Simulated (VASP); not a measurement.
Input of a VASP 6.6.1 run:

The input INCAR:

```
SYSTEM = MoS2
PREC     = Accurate       ! precision mode
ENCUT    = 500            ! plane-wave cutoff, eV
EDIFF    = 1E-6           ! SCF threshold, eV
ISMEAR   = 0              ! smearing method
SIGMA    = 0.05           ! smearing width, eV
LREAL    = .FALSE.        ! projectors in reciprocal space
LASPH    = .TRUE.         ! aspherical terms in the spheres
NELM     = 120            ! most SCF steps
ALGO     = Normal         ! electronic algorithm
ISIF     = 2              ! what is computed and relaxed
LWAVE    = .FALSE.        ! write WAVECAR
LCHARG   = .FALSE.        ! write CHGCAR
GGA      = PE             ! functional
IVDW     = 12             ! dispersion correction
NBANDS   = 20             ! bands
GGA_COMPAT= .FALSE.
```

KPOINTS

```
Automatic mesh
0
G
  12 12 4
  0 0 0
```

The input POSCAR:

```
MoS2
1.0
    3.1219335931      0.0000000000      0.0000000000
   -1.5609667966      2.7036738005      0.0000000000
    0.0000000000      0.0000000000      6.7624203560
Mo S
1 2
Direct
    0.0000000000      0.0000000000      0.0000000000
    0.3333333333      0.6666666667      0.2734172850
    0.3333333333      0.6666666667      0.7265827150
```

Potentials or basis: VASP PAW PBE potentials, release 64 (Mo_sv, S).

Launch:

```sh
$ cat potpaw_PBE.64/Mo_sv/POTCAR potpaw_PBE.64/S/POTCAR > POTCAR
$ mpirun -np 1 vasp_std > vasp.out
```

Question: Estimate the largest force.

Answer: 3.803 eV/Å.

Question: Predict the band gap on the k mesh.

Answer: 0.50 eV, indirect (least direct gap 1.24 eV).

Forces on the atoms (eV/Å):
```
Mo   0.000  0.000  0.000
S    0.000  0.000 -3.803
S    0.000  0.000  3.803
```

Caveat: forces of over 1 eV/Å act on the atoms, so gaps and moduli don't describe the material at rest. A k mesh can miss the band edges.
